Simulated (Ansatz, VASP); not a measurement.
SbTe2O in VASP and in Ansatz

```xyz
4
Lattice="4.3838 0.0000 0.0000 0.0000 4.3838 0.0000 0.0000 0.0000 5.9827" Properties=species:S:1:pos:R:3 pbc="T T T"
Sb    0.0000    0.0000    0.0000
Te    0.0000    0.0000    2.9913
Te    2.1919    2.1919    0.0000
O     2.1919    2.1919    2.9913
```

Change from the starting cell: species swapped into the LiNdSe2 type (P4/mmm, No. 123).

Alike in both runs: task single point; functional PBE; k mesh 4 × 4 × 4; occupations gaussian, width 0.1 eV; no spin polarisation.

```csv
,VASP,Ansatz
version,VASP 6.6.1,Ansatz 0.2.0
potentials or method,"VASP PAW PBE potentials, release 64 (Sb, Te, O), cutoff 520 eV","scalar-relativistic, plane waves, PAW"
valence electrons in the cell,23,53
```

Ansatz gave:

```
gap on the k mesh at the Fermi level (eV)                     : none
pressure (GPa)                                                : -4.9
traceless stress, the component that is largest in VASP (GPa) : 1.05
```

Which values does VASP return?

gap on the k mesh at the Fermi level (eV): none; pressure (GPa): -4.9; traceless stress, the component that is largest in VASP (GPa): 1.04.

A gap of «none» marks a metal or a gap that the smearing closes. With one functional, cell and mesh, what is left measures potentials, basis and numerics. VASP's potentials hold 23 valence electrons a cell and Ansatz's 53, so a difference there can come from the potentials and not from the codes.

Neither program's run includes spin-orbit coupling.
